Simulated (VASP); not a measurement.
# Ge2Sb (P6/mmm) in VASP: single point with PBE

Aim: the single point of Ge2Sb with PBE.

Program: VASP 6.6.1. These are calculated values, not measurements. Logs are shortened: lines on timing, memory, paths and dates and some standing lists are left out, and cuts for length are marked.

## 1. The cell of the first run

Symmetry: P6/mmm, No. 191, hexagonal system. Conventional cell: a = 3.731 Å, b = 3.731 Å, c = 5.556 Å, α = 90.00°, β = 90.00°, γ = 120.00°. Within 2.3 Å of Ge (site symmetry 6mm) lie 1 Ge at 1.75 Å and 1 Sb at 1.90 Å. Sb (site symmetry 6/mmm) has 2 Ge at 1.90 Å within 2.5 Å.

The cell was generated, and may not be a known phase.

## 2. Single point, PBE

Input file INCAR:

```
SYSTEM = Ge2Sb
PREC = Accurate
ENCUT = 550
EDIFF = 1E-6
ISMEAR = 0
SIGMA = 0.1
LREAL = .False.
LASPH = .True.
NELM = 120
ALGO = Normal
ISIF = 2
LWAVE = .False.
LCHARG = .True.
GGA = PE
LELF = .True.
LVHAR = .True.
NBANDS = 28
GGA_COMPAT = .False.
```

Input file KPOINTS:

```
Automatic mesh
0
Gamma
  6 6 4
  0 0 0
```

Input file POSCAR:

```
Ge2Sb
1.0
    3.7309549500      0.0000000000      0.0000000000
   -1.8654774700      3.2311017600      0.0000000000
    0.0000000000      0.0000000000      5.5562592400
Ge Sb
2 1
Direct
    0.0000000000      0.0000000000      0.6578728900
    0.0000000000      0.0000000000      0.3421271100
    0.0000000000      0.0000000000      0.0000000000
```

Potentials or basis: VASP PAW PBE potentials, release 64 (Ge_d, Sb_d_GW).

On the command line:

```bash
> cat potpaw_PBE.64/Ge_d/POTCAR potpaw_PBE.64/Sb_d_GW/POTCAR > POTCAR
> mpirun -np 1 vasp_std > vasp.out
```

OUTCAR:

```text
SYSTEM = Ge2Sb
   PREC = Accurate
   ENCUT = 550
   EDIFF = 1E-6
   ISMEAR = 0
   LREAL = .False.
   LASPH = .True.
   NELM = 120
   ISIF = 2
   GGA = PE

 ion  position               nearest neighbor table
   1  0.000  0.000  0.658-   2 1.75   3 1.90
   2  0.000  0.000  0.342-   1 1.75   3 1.90
   3  0.000  0.000  0.000-   1 1.90   2 1.90

  LATTYP: Found a hexagonal cell.
 ALAT       =     3.7309549500
 C/A-ratio  =     1.4892324658

  Lattice vectors:

 A1 = (   3.7309549500,   0.0000000000,   0.0000000000)
 A2 = (  -1.8654774700,   3.2311017600,   0.0000000000)
 A3 = (   0.0000000000,   0.0000000000,   5.5562592400)

Analysis of symmetry for initial positions (statically):
=====================================================================
 Subroutine PRICEL returns:
 Original cell was already a primitive cell.

 Routine SETGRP: Setting up the symmetry group for a
 hexagonal supercell.

 Subroutine GETGRP returns: Found 24 space group operations
 (whereof 24 operations were pure point group operations)
 out of a pool of 24 trial point group operations.

The static configuration has the point symmetry D_6h.

Analysis of symmetry for dynamics (positions and initial velocities):
=====================================================================
 Subroutine PRICEL returns:
 Original cell was already a primitive cell.

 Routine SETGRP: Setting up the symmetry group for a
 hexagonal supercell.

 Subroutine GETGRP returns: Found 24 space group operations
 (whereof 24 operations were pure point group operations)
 out of a pool of 24 trial point group operations.

The dynamic configuration has the point symmetry D_6h.

 Subroutine INISYM returns: Found 24 space group operations
 (whereof 24 operations are pure point group operations),
 and found     1 'primitive' translations

----------------------------------------------------------------------------------------

                                     Primitive cell

  volume of cell :      66.9812

  direct lattice vectors                    reciprocal lattice vectors
     3.730954950  0.000000000  0.000000000     0.268027895  0.154745977  0.000000000
    -1.865477470  3.231101760  0.000000000     0.000000000  0.309491955  0.000000000
     0.000000000  0.000000000  5.556259240     0.000000000  0.000000000  0.179977204

  length of vectors
     3.730954950  3.730954941  5.556259240     0.309491954  0.309491955  0.179977204

  position of ions in fractional coordinates (direct lattice)
     0.000000000  0.000000000  0.657872890
     0.000000000  0.000000000  0.342127110
     0.000000000  0.000000000  0.000000000

  ion indices of the primitive-cell ions
   primitive index   ion index
                 1           1
                 2           2
                 3           3

----------------------------------------------------------------------------------------

 KPOINTS: Automatic mesh

Automatic generation of k-mesh.
 Grid dimensions read from file:
 generate k-points for:    6    6    4

 Generating k-lattice:

  Cartesian coordinates                     Fractional coordinates (reciprocal lattice)
     0.044671316  0.025790996  0.000000000     0.166666667  0.000000000  0.000000000
     0.000000000  0.051581992  0.000000000     0.000000000  0.166666667  0.000000000
     0.000000000  0.000000000  0.044994301     0.000000000  0.000000000  0.250000000

  Length of vectors
     0.051581992  0.051581992  0.044994301

  Shift w.r.t. Gamma in fractional coordinates (k-lattice)
     0.000000000  0.000000000  0.000000000

 Subroutine IBZKPT returns following result:
 ===========================================

 Found     21 irreducible k-points:

 Following reciprocal coordinates:
            Coordinates               Weight
  0.000000  0.000000  0.000000      1.000000
  0.166667  0.000000  0.000000      6.000000
  0.333333  0.000000  0.000000      6.000000
  0.500000  0.000000  0.000000      3.000000
  0.166667  0.166667  0.000000      6.000000
  0.333333  0.166667  0.000000     12.000000
[... 13 lines left out ...]
  0.333333  0.166667  0.500000     12.000000
  0.333333  0.333333  0.500000      2.000000
   k-points           NKPTS =     21   k-points in BZ     NKDIM =     21   number of bands    NBANDS=     28
   number of dos      NEDOS =    301   number of ions     NIONS =      3
   total plane-waves  NPLWV =  37800
   dimension x,y,z NGX =    30 NGY =   30 NGZ =   42
   dimension x,y,z NGXF=    60 NGYF=   60 NGZF=   84
   ions per type =               2   1
   NGX,Y,Z   is equivalent  to a cutoff of  13.37, 13.37, 12.57 a.u.
   NGXF,Y,Z  is equivalent  to a cutoff of  26.74, 26.74, 25.13 a.u.
 SYSTEM =  Ge2Sb
   PREC   = accura    normal or accurate (medium, high low for compatibility)
   ISTART =      0    job   : 0-new  1-cont  2-samecut
   ICHARG =      2    charge: 1-file 2-atom 10-const
   ISPIN  =      1    spin polarized calculation?
   LNONCOLLINEAR =      F non collinear calculations
   LSORBIT =      F    spin-orbit coupling
   LASPH  =      T    aspherical Exc in radial PAW
   ENCUT  =  550.0 eV  40.42 Ry    6.36 a.u.   7.13  7.13 10.62*2*pi/ulx,y,z
   NELM   =    120;   NELMIN=  2; NELMDL= -5     # of ELM steps
   EDIFF  = 0.1E-05   stopping-criterion for ELM
   LREAL  =      F    real-space projection
   EDIFFG = 0.1E-04   stopping-criterion for IOM
   NSW    =      0    number of steps for IOM
   IBRION =     -1    ionic relax: 0-MD 1-quasi-New 2-CG
   NFREE  =      0    steps in history (QN), initial steepest desc. (CG)
   ISIF   =      2    stress and relaxation
   ISYM   =      2    0-nonsym 1-usesym 2-fastsym
   POTIM  = 0.5000    time-step for ionic-motion
   TEBEG  =    0.0;   TEEND  =   0.0 temperature during run
   PSTRESS=    0.0 pullay stress
   NELECT =      43.0000    total number of electrons
   NUPDOWN=      -1.0000    fix difference up-down
   EMIN   =  10.00;   EMAX   =-10.00  energy-range for DOS
   EFERMI =   0.00;   METHOD = LEGACY
   ISMEAR =     0;   SIGMA  =   0.10  broadening in eV -4-tet -1-fermi 0-gaus
   EFERMI_NEDOS =   21; number of points for ismear=-14 and -15
   IALGO  =     38    algorithm
   IMIX   =      4    mixing-type and parameters
     AMIX     =   0.40;   BMIX     =  1.00
     AMIX_MAG =   1.60;   BMIX_MAG =  1.00
  volume/ion in A,a.u.               =      22.33       150.67
  Fermi-wavevector in a.u.,A,eV,Ry     =   1.412255  2.668776 27.136351  1.994466
  Thomas-Fermi vector in A             =   2.534023
   LORBIT       =      0    0 simple, 1 ext, 2 COOP (PROOUT), +10 PAW based schemes
   GGA     = PE    functional components
   LHFCALC =     F    Hartree Fock is set to
   AEXX    =    0.0000 exact exchange contribution
   IVDW    =     0    specifies the selected vdW correction
   LEPSILON=     F    determine dielectric tensor
   LRPA    =     F    only Hartree local field effects (RPA)
 non-spin polarized calculation
 Gauss-broadening in eV      SIGMA  =   0.10
  energy-cutoff  :      550.00
  volume of cell :       66.98
 maximum number of plane-waves:      1989
 NGX is ok and might be reduce to    30
   NGX = 15   NGY = 15   NGZ = 21

 number of electron      43.0000010 magnetization

 Free energy of the ion-electron system (eV)
  ---------------------------------------------------
  ext. energy  EPLUGINS =         0.00000000
  ---------------------------------------------------
  free energy    TOTEN  =         2.83853810 eV

  energy without entropy =        2.84073131  energy(sigma->0) =        2.83963470

 E-fermi :   5.9738     XC(G=0): -10.3128

 val. band max:        5.8877860270   @ k =   0.0000   0.0000   0.5000
 cond. band min:       6.1651781365   @ k =   0.1667   0.1667   0.5000
 fundamental gap:      0.2773921095
 Fermi energy:         5.9737637789

 k-point     1 :       0.0000    0.0000    0.0000
  band No.  band energies     occupation
      1     -25.9211      2.00000
      2     -24.7649      2.00000
      3     -24.7649      2.00000
      4     -24.1431      2.00000
      5     -24.1431      2.00000
      6     -21.1975      2.00000
[... 20 lines left out ...]
     27      11.5240      0.00000
     28      12.8672      0.00000

 k-point     2 :       0.1667    0.0000    0.0000
  band No.  band energies     occupation
      1     -25.9198      2.00000
      2     -24.7674      2.00000
      3     -24.7655      2.00000
      4     -24.1432      2.00000
      5     -24.1377      2.00000
      6     -21.1962      2.00000
[... 20 lines left out ...]
     27      12.2381      0.00000
     28      12.6132      0.00000

 k-point     3 :       0.3333    0.0000    0.0000
  band No.  band energies     occupation
      1     -25.9173      2.00000
      2     -24.7724      2.00000
      3     -24.7668      2.00000
      4     -24.1434      2.00000
      5     -24.1267      2.00000
      6     -21.1936      2.00000
[... 20 lines left out ...]
     27      12.9607      0.00000
     28      14.5982      0.00000

 k-point     4 :       0.5000    0.0000    0.0000
  band No.  band energies     occupation
      1     -25.9161      2.00000
      2     -24.7749      2.00000
      3     -24.7674      2.00000
      4     -24.1435      2.00000
      5     -24.1213      2.00000
      6     -21.1923      2.00000
[... 485 lines left out ...]
     27      13.1869      0.00000
     28      13.3022      0.00000

 k-point    20 :       0.3333    0.1667    0.5000
  band No.  band energies     occupation
      1     -25.7675      2.00000
      2     -24.7881      2.00000
      3     -24.7832      2.00000
      4     -24.1397      2.00000
      5     -24.1250      2.00000
      6     -21.7790      2.00000
[... 20 lines left out ...]
     27      12.8282      0.00000
     28      13.0696      0.00000

 k-point    21 :       0.3333    0.3333    0.5000
  band No.  band energies     occupation
      1     -25.7668      2.00000
      2     -24.7864      2.00000
      3     -24.7864      2.00000
      4     -24.1310      2.00000
      5     -24.1310      2.00000
      6     -21.7789      2.00000
[... 20 lines left out ...]
     27      13.6417      0.00000
     28      15.0520      0.00000

------------------------ aborting loop because EDIFF is reached ----------------------------------------

  FORCE on cell =-STRESS in cart. coord.  units (eV):
  Direction    XX          YY          ZZ          XY          YZ          ZX
  --------------------------------------------------------------------------------------
  -------------------------------------------------------------------------------------
  Total        1.7025129      1.7025129    110.0953974      0.0000000      0.0000000     -0.0000000
  in kB       40.7237583     40.7237581   2633.4592603      0.0000001      0.0000000     -0.0000000
  external PRESSURE =     904.9689256 kB  Pullay stress =       0.0000000 kB

 VOLUME and BASIS-vectors are now :
 -----------------------------------------------------------------------------
  energy-cutoff  :      550.00
  volume of cell :       66.98
      direct lattice vectors                 reciprocal lattice vectors
     3.730954950  0.000000000  0.000000000     0.268027895  0.154745977  0.000000000
    -1.865477470  3.231101760  0.000000000     0.000000000  0.309491955  0.000000000
     0.000000000  0.000000000  5.556259240     0.000000000  0.000000000  0.179977204

 POSITION                                       TOTAL-FORCE (eV/Angst)
 -----------------------------------------------------------------------------------
      0.00000      0.00000      3.65531        -0.000000      0.000000      1.159315
      0.00000      0.00000      1.90095        -0.000000     -0.000000     -1.159315
      0.00000      0.00000      0.00000         0.000000      0.000000      0.000000
 -----------------------------------------------------------------------------------
    total drift:                               -0.000000      0.000000      0.000000

  FREE ENERGIE OF THE ION-ELECTRON SYSTEM (eV)
  ---------------------------------------------------
  free  energy   TOTEN  =         2.8385380968 eV

  energy  without entropy=        2.8407313089  energy(sigma->0) =        2.83963470
```

It took 28 s on 1 thread of AMD EPYC 9R45 (Zen 5), shared host; peak memory 0.18 GiB.

What came out:

| Item | Value |
| --- | --- |
| Free energy | 2.8385 eV |
| Pressure | 90.5 GPa |
| Largest force | 1.159 eV/Å |
| Band gap on the k mesh | zero (an odd number of electrons rules out a gap without spin polarisation) |

Forces on the atoms (eV/Å):
```
Ge   0.000  0.000  1.159
Ge   0.000  0.000 -1.159
Sb   0.000  0.000  0.000
```

Levels at points of the mesh, in eV from the Fermi level:
```csv
k point,band 18,band 19,band 20,band 21,band 22,band 23,band 24,band 25,band 26,band 27
"(0.00, 0.00, 0.00)",-9.97,-1.92,-1.92,3.67,3.88,3.88,4.26,4.26,4.61,5.55
"(0.50, 0.00, 0.00)",-8.99,-6.42,-3.04,-1.17,-0.56,2.55,3.05,3.08,6.18,6.83
"(0.00, 0.00, 0.50)",-5.74,-0.73,-0.49,-0.49,-0.09,-0.09,4.65,4.65,7.76,7.76
"(0.50, 0.00, 0.50)",-5.36,-5.19,-4.49,-1.73,-1.17,1.13,3.97,4.21,4.43,6.74
```

Caveat: the stress differs along the axes, from 4 to 263 GPa; spin-orbit coupling is left out, which moves the levels of the heavy elements; an odd number of electrons without spin polarisation forces a metal; a magnetic or distorted state may lie lower.

The gap in the log of VASP goes by the Fermi energy; the results here count the filled bands.